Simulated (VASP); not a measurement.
Set up this calculation in VASP 6.6.1, as the native input.

* Task: single point
* Functional: PBEsol
* Potentials or basis: VASP PAW PBE potentials, release 64 (Sn_d)
* Cutoff: 520 eV
* k mesh: 8 × 8 × 8
* Occupations: fermi-dirac, width 0.05 eV
* Spin: non-collinear spin, zero start, spin-orbit coupling
* Starting moments: [[0.0, 0.0, 0.0]] μB
* Dipole correction: no
* Further INCAR settings: ALGO = Normal; EDIFF = 1e-07; NBANDS = 25

The structure of Sn lies in POSCAR:

```
Sn
1.0
   -1.7265390000      1.7755470000      2.3383420000
    1.7265390000     -1.7755470000      2.3383420000
    1.7265390000      1.7755470000     -2.3383420000
Sn
1
Direct
    0.0000000000      0.0000000000      0.0000000000
```

These files were run (other wordings do the same):

INCAR

```
SYSTEM = Sn
PREC = Accurate
ENCUT = 520
EDIFF = 1E-7
ISMEAR = -1
SIGMA = 0.05
LREAL = .False.
LASPH = .True.
NELM = 150
ALGO = Normal
ISIF = 2
LWAVE = .False.
LCHARG = .False.
MAGMOM = 0 0 0
LORBIT = 11
LSORBIT = .True.
GGA_COMPAT = .False.
LORBMOM = .True.
GGA = PS
NBANDS = 25
```

KPOINTS

```
Automatic mesh
0
Gamma
  8 8 8
  0 0 0
```

Potentials or basis: VASP PAW PBE potentials, release 64 (Sn_d).

Run with:

```sh
$ cat potpaw_PBE.64/Sn_d/POTCAR > POTCAR
$ mpirun -np 1 vasp_ncl > vasp.out
```

It gave:

| Quantity | Value |
| --- | --- |
| Pressure | -3.8 GPa |
| Net moment | 0.00 μB per cell |
| Valence electrons inside the program's atomic spheres | Sn 12.11 |

Caveat: the cell stands under tension; the PAW data sets were made with another functional, which shifts forces and pressure a little.

Wall time 6 min on 1 thread of Intel Xeon 8259CL, on a shared host, peak memory 0.3 GiB.
